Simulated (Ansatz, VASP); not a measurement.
# Ba2Be: VASP beside Ansatz

INCAR

```
SYSTEM = Ba2Be
PREC = Accurate
ENCUT = 600
EDIFF = 1E-6
ISMEAR = 0
SIGMA = 0.1
LREAL = .False.
LASPH = .True.
NELM = 60
ALGO = Normal
ISIF = 3
LWAVE = .False.
LCHARG = .False.
GGA = PE
IBRION = 2
NSW = 100
EDIFFG = -0.01
```

File KPOINTS:

```
regular mesh
0
Gamma
  10 10 10
  0 0 0
```

File POSCAR:

```
Ba2Be
1.0
    0.0000000000      3.9360791442      3.9360791442
    3.9360791442      0.0000000000      3.9360791442
    3.9360791442      3.9360791442      0.0000000000
Ba Be
2 1
Direct
    0.2500000000      0.2500000000      0.2500000000
    0.7500000000      0.7500000000      0.7500000000
    0.5000000000      0.5000000000      0.5000000000
```

Input for Ansatz:

```yaml
crystal:
  lattice:
    - [0.0, 3.9360791442, 3.9360791442]
    - [3.9360791442, 0.0, 3.9360791442]
    - [3.9360791442, 3.9360791442, 0.0]
  atoms:
    - { symbol: Ba, position: [0.25, 0.25, 0.25] }
    - { symbol: Ba, position: [0.75, 0.75, 0.75] }
    - { symbol: Be, position: [0.5, 0.5, 0.5] }
basis:
  ecutwfc: 420
kpoints:
  mp_grid: { grid: [10, 10, 10] }
hamiltonian:
  xc: pbe
scf:
  occupations: { method: gaussian, width: 0.1 }
output:
  forces: true
  stress: true
  eigenvalues: true
relax:
  adjacent_minimum: "off"
  f_tol: 0.01
  max_steps: 80
  cell: { stress_tol: 0.05 }
```

Alike in both runs: task relaxation of cell and atoms; functional PBE; k mesh 10 × 10 × 10; occupations gaussian, width 0.1 eV; no spin polarisation.

```csv
,VASP,Ansatz
version,VASP 6.6.1,Ansatz 0.2.0
potentials or method,"VASP PAW PBE potentials, release 64 (Ba_sv, Be), cutoff 600 eV","scalar-relativistic, plane waves, PAW"
valence electrons in the cell,22,22
```

|  | VASP | Ansatz | Ansatz less VASP |
| --- | --- | --- | --- |
| gap on the k mesh at the Fermi level, each at its own relaxed structure (eV) | none | none | - |
| relaxed volume (Å³/atom) | 42.88 | 42.13 | -0.749 |
| relaxed length of the cell vector where the two differ most in proportion (Å) | 5.666 | 5.633 | -0.0332 |

A gap of «none» marks a metal or a gap that the smearing closes.

Neither program's run includes spin-orbit coupling.
